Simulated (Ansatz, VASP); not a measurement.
## TiO2: VASP beside Ansatz

```
Ti O
1.0
    -4.34859    4.34859    1.88123
     4.34859   -4.34859    1.88123
     4.34859    4.34859   -1.88123
Ti O
4 8
Cartesian
  0.0129 2.5322 0.0000
  6.1650 0.0129 0.0000
  -1.8164 4.3356 1.8812
  4.3356 1.8164 1.8812
  1.3154 4.3434 0.0000
  2.9597 -2.9523 1.8812
  4.3537 1.3154 0.0000
  1.3963 1.3889 0.0000
  2.9523 2.9597 1.8812
  -0.0052 3.0332 1.8812
  1.3889 7.3009 0.0000
  3.0332 0.0052 1.8812
```

Alike in both runs: task single point; functional PBE; k mesh 8 × 8 × 8; occupations fermi-dirac, width 0.02 eV; no spin polarisation.

```csv
,VASP,Ansatz
version,VASP 6.6.1,Ansatz 0.2.0
potentials or method,"VASP PAW PBE potentials, release 64 (Ti_sv, O)","plane waves, PAW"
plane-wave cutoff (eV),600,420
valence electrons in the cell,96,96
```

```csv
,VASP,Ansatz,Ansatz less VASP
gap on the k mesh at the Fermi level (eV),1.70,1.72,+0.019
pressure (GPa),4.9,4.5,-0.38
"traceless stress, the component that is largest in VASP (GPa)",-0.50,-0.41,+0.094
rms of the force components (eV/Å),0.067,0.044,-0.0229
```

Atom by atom the forces differ by 0.028 eV/Å (rms over components). With one functional, cell and mesh, what is left measures potentials, basis and numerics.
